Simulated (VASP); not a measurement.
# C (P6_3mc) in VASP: single point with PBE

Aim: the single point of C with PBE.

All numbers are computed with VASP 6.6.1; they aren't measurements. Logs are shortened: lines on timing, memory, paths and dates and some standing lists are left out, and cuts for length are marked.

## Step 1: The cell of the first run

The typed cell holds 12 atoms: a = 2.467 Å, b = 2.467 Å, c = 28.994 Å, α = 90.00°, β = 90.00°, γ = 120.00°.

## Step 2: Single point, PBE

Input file INCAR:

```
SYSTEM = C
PREC = Accurate
ENCUT = 520
EDIFF = 1E-7
ISMEAR = 0
SIGMA = 0.1
LREAL = .False.
LASPH = .True.
NELM = 60
ALGO = Normal
ISIF = 2
LWAVE = .False.
LCHARG = .True.
GGA = PE
LELF = .True.
LVHAR = .True.
NBANDS = 36
```

Input file KPOINTS:

```
Automatic mesh
0
Gamma
  18 18 2
  0 0 0
```

Input file POSCAR:

```
C
1.0
    2.4665760808      0.0000000000      0.0000000000
   -1.2332880404      2.1361175463      0.0000000000
    0.0000000000      0.0000000000     28.9944022833
C
12
Direct
    0.6666666667      0.3333333333      0.9633047184
    0.6666666667      0.3333333333      0.4633053915
    0.6666666667      0.3333333333      0.7679574963
    0.6666666667      0.3333333333      0.2679575359
    0.0000000000      0.0000000000      0.6157377409
    0.3333333333      0.6666666667      0.2679574963
    0.0000000000      0.0000000000      0.1157377409
    0.6666666667      0.3333333333      0.6157371071
    0.3333333333      0.6666666667      0.7679575359
    0.3333333333      0.6666666667      0.1157371071
    0.3333333333      0.6666666667      0.4633047184
    0.3333333333      0.6666666667      0.9633053915
```

Potentials or basis: VASP PAW PBE potentials, release 64 (C).

The run is started by

```sh
cat potpaw_PBE.64/C/POTCAR > POTCAR
mpirun -np 1 vasp_std > vasp.out
```

OUTCAR:

```text
SYSTEM = C
   PREC = Accurate
   ENCUT = 520
   EDIFF = 1E-7
   ISMEAR = 0
   LREAL = .False.
   LASPH = .True.
   NELM = 60
   ISIF = 2
   GGA = PE

 ion  position               nearest neighbor table
   1  0.667  0.333  0.963-  12 1.42  12 1.42  12 1.42
   2  0.667  0.333  0.463-  11 1.42  11 1.42  11 1.42
   3  0.667  0.333  0.768-   9 1.42   9 1.42   9 1.42
   4  0.667  0.333  0.268-   6 1.42   6 1.42   6 1.42
   5  0.000  0.000  0.616-   8 1.42   8 1.42   8 1.42
   6  0.333  0.667  0.268-   4 1.42   4 1.42   4 1.42
   7  0.000  0.000  0.116-  10 1.42  10 1.42  10 1.42
   8  0.667  0.333  0.616-   5 1.42   5 1.42   5 1.42
   9  0.333  0.667  0.768-   3 1.42   3 1.42   3 1.42
  10  0.333  0.667  0.116-   7 1.42   7 1.42   7 1.42
  11  0.333  0.667  0.463-   2 1.42   2 1.42   2 1.42
  12  0.333  0.667  0.963-   1 1.42   1 1.42   1 1.42

  LATTYP: Found a hexagonal cell.
 ALAT       =     2.4665760808
 C/A-ratio  =    11.7549190998

  Lattice vectors:

 A1 = (   2.4665760808,   0.0000000000,   0.0000000000)
 A2 = (  -1.2332880404,   2.1361175463,   0.0000000000)
 A3 = (   0.0000000000,   0.0000000000,  28.9944022833)

Analysis of symmetry for initial positions (statically):
=====================================================================
 Subroutine PRICEL returns:
 Original cell was already a primitive cell.

 Routine SETGRP: Setting up the symmetry group for a
 hexagonal supercell.

 Subroutine GETGRP returns: Found 12 space group operations
 (whereof  6 operations were pure point group operations)
 out of a pool of 24 trial point group operations.

The static configuration has the point symmetry C_3v.
 The point group associated with its full space group is C_6v.

Analysis of symmetry for dynamics (positions and initial velocities):
=====================================================================
 Subroutine PRICEL returns:
 Original cell was already a primitive cell.

 Routine SETGRP: Setting up the symmetry group for a
 hexagonal supercell.

 Subroutine GETGRP returns: Found 12 space group operations
 (whereof  6 operations were pure point group operations)
 out of a pool of 24 trial point group operations.

The dynamic configuration has the point symmetry C_3v.
 The point group associated with its full space group is C_6v.

 Subroutine INISYM returns: Found 12 space group operations
 (whereof  6 operations are pure point group operations),
 and found     1 'primitive' translations

----------------------------------------------------------------------------------------

                                     Primitive cell

  volume of cell :     152.7685

  direct lattice vectors                    reciprocal lattice vectors
     2.466576081  0.000000000  0.000000000     0.405420294  0.234069516  0.000000000
    -1.233288040  2.136117546  0.000000000     0.000000000  0.468139032  0.000000000
     0.000000000  0.000000000 28.994402283     0.000000000  0.000000000  0.034489416

  length of vectors
     2.466576081  2.466576081 28.994402283     0.468139032  0.468139032  0.034489416

  position of ions in fractional coordinates (direct lattice)
     0.666666667  0.333333333  0.963304718
     0.666666667  0.333333333  0.463305392
     0.666666667  0.333333333  0.767957496
     0.666666667  0.333333333  0.267957536
     0.000000000  0.000000000  0.615737741
     0.333333333  0.666666667  0.267957496
     0.000000000  0.000000000  0.115737741
     0.666666667  0.333333333  0.615737107
     0.333333333  0.666666667  0.767957536
     0.333333333  0.666666667  0.115737107
     0.333333333  0.666666667  0.463304718
     0.333333333  0.666666667  0.963305392

  ion indices of the primitive-cell ions
   primitive index   ion index
                 1           1
                 2           2
                 3           3
                 4           4
                 5           5
                 6           6
                 7           7
                 8           8
                 9           9
                10          10
                11          11
                12          12

----------------------------------------------------------------------------------------

 KPOINTS: Automatic mesh

Automatic generation of k-mesh.
 Grid dimensions read from file:
 generate k-points for:   18   18    2

 Generating k-lattice:

  Cartesian coordinates                     Fractional coordinates (reciprocal lattice)
     0.022523350  0.013003862  0.000000000     0.055555556  0.000000000  0.000000000
     0.000000000  0.026007724  0.000000000     0.000000000  0.055555556  0.000000000
     0.000000000  0.000000000  0.017244708     0.000000000  0.000000000  0.500000000

  Length of vectors
     0.026007724  0.026007724  0.017244708

  Shift w.r.t. Gamma in fractional coordinates (k-lattice)
     0.000000000  0.000000000  0.000000000

 Subroutine IBZKPT returns following result:
 ===========================================

 Found     74 irreducible k-points:

 Following reciprocal coordinates:
            Coordinates               Weight
  0.000000  0.000000  0.000000      1.000000
  0.055556 -0.000000  0.000000      6.000000
  0.111111 -0.000000  0.000000      6.000000
  0.166667  0.000000  0.000000      6.000000
  0.222222  0.000000  0.000000      6.000000
  0.277778  0.000000  0.000000      6.000000
[... 16 lines left out ...]
  0.333333  0.111111  0.000000     12.000000
  0.388889  0.111111  0.000000     12.000000
 [... further k-points ...]
   k-points           NKPTS =     74   k-points in BZ     NKDIM =     74   number of bands    NBANDS=     36
   number of dos      NEDOS =    301   number of ions     NIONS =     12
   total plane-waves  NPLWV =  69984
   dimension x,y,z NGX =    18 NGY =   18 NGZ =  216
   dimension x,y,z NGXF=    36 NGYF=   36 NGZF=  432
   ions per type =              12
   NGX,Y,Z   is equivalent  to a cutoff of  12.13, 12.13, 12.38 a.u.
   NGXF,Y,Z  is equivalent  to a cutoff of  24.26, 24.26, 24.77 a.u.
 SYSTEM =  C
   PREC   = accura    normal or accurate (medium, high low for compatibility)
   ISTART =      0    job   : 0-new  1-cont  2-samecut
   ICHARG =      2    charge: 1-file 2-atom 10-const
   ISPIN  =      1    spin polarized calculation?
   LNONCOLLINEAR =      F non collinear calculations
   LSORBIT =      F    spin-orbit coupling
   LASPH  =      T    aspherical Exc in radial PAW
   ENCUT  =  520.0 eV  38.22 Ry    6.18 a.u.   4.59  4.59 53.91*2*pi/ulx,y,z
   NELM   =     60;   NELMIN=  2; NELMDL= -5     # of ELM steps
   EDIFF  = 0.1E-06   stopping-criterion for ELM
   LREAL  =      F    real-space projection
   EDIFFG = 0.1E-05   stopping-criterion for IOM
   NSW    =      0    number of steps for IOM
   IBRION =     -1    ionic relax: 0-MD 1-quasi-New 2-CG
   NFREE  =      0    steps in history (QN), initial steepest desc. (CG)
   ISIF   =      2    stress and relaxation
   ISYM   =      2    0-nonsym 1-usesym 2-fastsym
   POTIM  = 0.5000    time-step for ionic-motion
   TEBEG  =    0.0;   TEEND  =   0.0 temperature during run
   PSTRESS=    0.0 pullay stress
   NELECT =      48.0000    total number of electrons
   NUPDOWN=      -1.0000    fix difference up-down
   EMIN   =  10.00;   EMAX   =-10.00  energy-range for DOS
   EFERMI =   0.00;   METHOD = LEGACY
   ISMEAR =     0;   SIGMA  =   0.10  broadening in eV -4-tet -1-fermi 0-gaus
   EFERMI_NEDOS =   21; number of points for ismear=-14 and -15
   IALGO  =     38    algorithm
   IMIX   =      4    mixing-type and parameters
     AMIX     =   0.40;   BMIX     =  1.00
     AMIX_MAG =   1.60;   BMIX_MAG =  1.00
  volume/ion in A,a.u.               =      12.73        85.91
  Fermi-wavevector in a.u.,A,eV,Ry     =   1.112954  2.103179 16.853089  1.238667
  Thomas-Fermi vector in A             =   2.249534
   LORBIT       =      0    0 simple, 1 ext, 2 COOP (PROOUT), +10 PAW based schemes
   GGA     = PE    functional components
   LHFCALC =     F    Hartree Fock is set to
   AEXX    =    0.0000 exact exchange contribution
   IVDW    =     0    specifies the selected vdW correction
   LEPSILON=     F    determine dielectric tensor
   LRPA    =     F    only Hartree local field effects (RPA)
 non-spin polarized calculation
 Gauss-broadening in eV      SIGMA  =   0.10
  energy-cutoff  :      520.00
  volume of cell :      152.77
 maximum number of plane-waves:      4178
   NGX =  9   NGY =  9   NGZ =107

 number of electron      47.9999983 magnetization

 Free energy of the ion-electron system (eV)
  ---------------------------------------------------
  ext. energy  EPLUGINS =         0.00000000
  ---------------------------------------------------
  free energy    TOTEN  =      -110.71030260 eV

  energy without entropy =     -110.70667500  energy(sigma->0) =     -110.70848880

 E-fermi :   1.9647     XC(G=0):  -7.9516

 val. band max:        1.9645613222   @ k =   0.3333   0.3333   0.0000
 cond. band min:       1.9649178034   @ k =   0.3333   0.3333   0.5000
 fundamental gap:      0.0003564812
 Fermi energy:         1.9647085046

 k-point     1 :       0.0000    0.0000    0.0000
  band No.  band energies     occupation
      1     -17.5599      2.00000
      2     -17.5595      2.00000
      3     -17.5515      2.00000
      4     -17.5509      2.00000
      5     -17.5422      2.00000
      6     -17.5419      2.00000
[... 28 lines left out ...]
     35      10.2671      0.00000
     36      10.2673      0.00000

 k-point     2 :       0.0556   -0.0000    0.0000
  band No.  band energies     occupation
      1     -17.4869      2.00000
      2     -17.4866      2.00000
      3     -17.4786      2.00000
      4     -17.4780      2.00000
      5     -17.4693      2.00000
      6     -17.4690      2.00000
[... 28 lines left out ...]
     35      10.3152      0.00000
     36      10.5577      0.00000
[... 817 lines left out ...]
     35      10.6826      0.00000
     36      10.6947      0.00000

 k-point    24 :       0.3889    0.1111    0.0000
  band No.  band energies     occupation
      1     -12.8752      2.00000
      2     -12.8750      2.00000
      3     -12.8702      2.00000
      4     -12.8698      2.00000
      5     -12.8643      2.00000
      6     -12.8642      2.00000
[... 28 lines left out ...]
     35      10.6080      0.00000
     36      10.6118      0.00000

 [... further k-points ...]
[... 5 lines left out ...]
  --------------------------------------------------------------------------------------
  -------------------------------------------------------------------------------------
  Total        0.4523412      0.4523412     -0.0845154      0.0000000      0.0000000      0.0000000
  in kB        4.7439807      4.7439807     -0.8863646      0.0000000      0.0000000      0.0000000
  external PRESSURE =       2.8671989 kB  Pullay stress =       0.0000000 kB

 VOLUME and BASIS-vectors are now :
 -----------------------------------------------------------------------------
  energy-cutoff  :      520.00
  volume of cell :      152.77
      direct lattice vectors                 reciprocal lattice vectors
     2.466576081  0.000000000  0.000000000     0.405420294  0.234069516  0.000000000
    -1.233288040  2.136117546  0.000000000     0.000000000  0.468139032  0.000000000
     0.000000000  0.000000000 28.994402283     0.000000000  0.000000000  0.034489416

 POSITION                                       TOTAL-FORCE (eV/Angst)
 -----------------------------------------------------------------------------------
      1.23329      0.71204     27.93044        -0.000000      0.000000     -0.000309
      1.23329      0.71204     13.43326         0.000000     -0.000000      0.000087
      1.23329      0.71204     22.26647        -0.000000     -0.000000     -0.000386
      1.23329      0.71204      7.76927         0.000000     -0.000000      0.000646
      0.00000      0.00000     17.85295        -0.000000     -0.000000     -0.000336
     -0.00000      1.42408      7.76927         0.000000     -0.000000     -0.000386
      0.00000      0.00000      3.35575         0.000000      0.000000     -0.000336
      1.23329      0.71204     17.85293         0.000000     -0.000000      0.000299
     -0.00000      1.42408     22.26647        -0.000000      0.000000      0.000646
     -0.00000      1.42408      3.35573        -0.000000      0.000000      0.000299
     -0.00000      1.42408     13.43324        -0.000000     -0.000000     -0.000309
     -0.00000      1.42408     27.93046        -0.000000      0.000000      0.000087
 -----------------------------------------------------------------------------------
    total drift:                                0.000000      0.000000     -0.000114

  FREE ENERGIE OF THE ION-ELECTRON SYSTEM (eV)
  ---------------------------------------------------
  free  energy   TOTEN  =      -110.7103025986 eV

  energy  without entropy=     -110.7066749976  energy(sigma->0) =     -110.70848880
```

Wall time 12 min (1 thread of Intel Xeon 8259CL, shared host); peak memory 0.42 GiB.

What came out:

- Free energy: -110.7103 eV
- Pressure: 0.3 GPa
- Band gap on the k mesh: zero (filled and empty bands touch)

Stress tensor (GPa, compression positive):
```
 0.47  0.00  0.00
 0.00  0.47  0.00
 0.00  0.00 -0.09
```

Levels at points of the mesh, in eV from the Fermi level:
| k point | band 20 | band 21 | band 22 | band 23 | band 24 | band 25 | band 26 | band 27 | band 28 | band 29 |
| --- | --- | --- | --- | --- | --- | --- | --- | --- | --- | --- |
| (0.00, 0.00, 0.00) | -3.05 | -3.04 | -3.04 | -3.04 | -3.04 | 2.83 | 3.10 | 3.42 | 4.17 | 4.61 |
| (0.50, 0.00, 0.00) | -2.40 | -2.36 | -2.35 | -2.32 | -2.32 | 1.61 | 1.63 | 1.66 | 1.69 | 1.73 |
| (0.00, 0.00, 0.50) | -3.05 | -3.04 | -3.04 | -3.04 | -3.04 | 2.93 | 2.93 | 3.75 | 3.75 | 5.07 |
| (0.50, 0.00, 0.50) | -2.40 | -2.36 | -2.36 | -2.32 | -2.32 | 1.62 | 1.62 | 1.68 | 1.68 | 1.74 |

Caveat: this functional lacks dispersion, which binds layers or chains, so the pressure and a relaxed spacing across them are unreliable.
